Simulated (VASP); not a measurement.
Wanted: the native input for a VASP 6.6.1 run.

```
Task                   : single point
Functional             : LDA
Potentials or basis    : VASP PAW LDA potentials, release 64 (Zr_sv, B)
Cutoff                 : 520 eV
k mesh                 : 15 × 15 × 12
Occupations            : gaussian, width 0.15 eV
Spin                   : no spin polarisation
Dipole correction      : no
Further INCAR settings : ALGO = Normal; EDIFF = 1e-06; NBANDS = 16
```

The structure of ZrB2 lies in POSCAR:

```
ZrB2
1.0
    3.2265000000      0.0000000000      0.0000000000
   -1.6132500000      2.7942309653      0.0000000000
    0.0000000000      0.0000000000      3.6052000000
Zr B
1 2
Direct
    0.0000000000      0.0000000000      0.0000000000
    0.3333333333      0.6666666667      0.5000000000
    0.6666666667      0.3333333333      0.5000000000
```

These files were run (other wordings do the same):

INCAR

```
SYSTEM = ZrB2
ALGO     = Normal         ! electronic algorithm
EDIFF    = 1E-6           ! SCF threshold, eV
ENCUT    = 520            ! plane-wave cutoff, eV
GGA      = CA             ! functional
ISIF     = 2              ! what is computed and relaxed
ISMEAR   = 0              ! smearing method
LASPH    = .True.         ! aspherical terms in the spheres
LCHARG   = .False.        ! write CHGCAR
LREAL    = .False.        ! projectors in reciprocal space
LWAVE    = .False.        ! write WAVECAR
NBANDS   = 16             ! bands
NELM     = 80             ! most SCF steps
PREC     = Accurate       ! precision mode
SIGMA    = 0.15           ! smearing width, eV
```

KPOINTS

```
k-points
0
Gamma
  15 15 12
  0 0 0
```

Potentials or basis: VASP PAW LDA potentials, release 64 (Zr_sv, B).

Launch:

```bash
$ cat potpaw_LDA.64/Zr_sv/POTCAR potpaw_LDA.64/B/POTCAR > POTCAR
$ mpirun -np 1 vasp_std > vasp.out
```

Results of the run:

```
Pressure               : -19.6 GPa
Band gap on the k mesh : zero (band 9 reaches 10.57 eV, above the bottom of band 10 at 9.63 eV)
```

Wall time 52 s on 1 thread of Intel(R) Xeon(R) 6975P-C (Granite Rapids), on a shared host, peak memory 0.2 GiB.
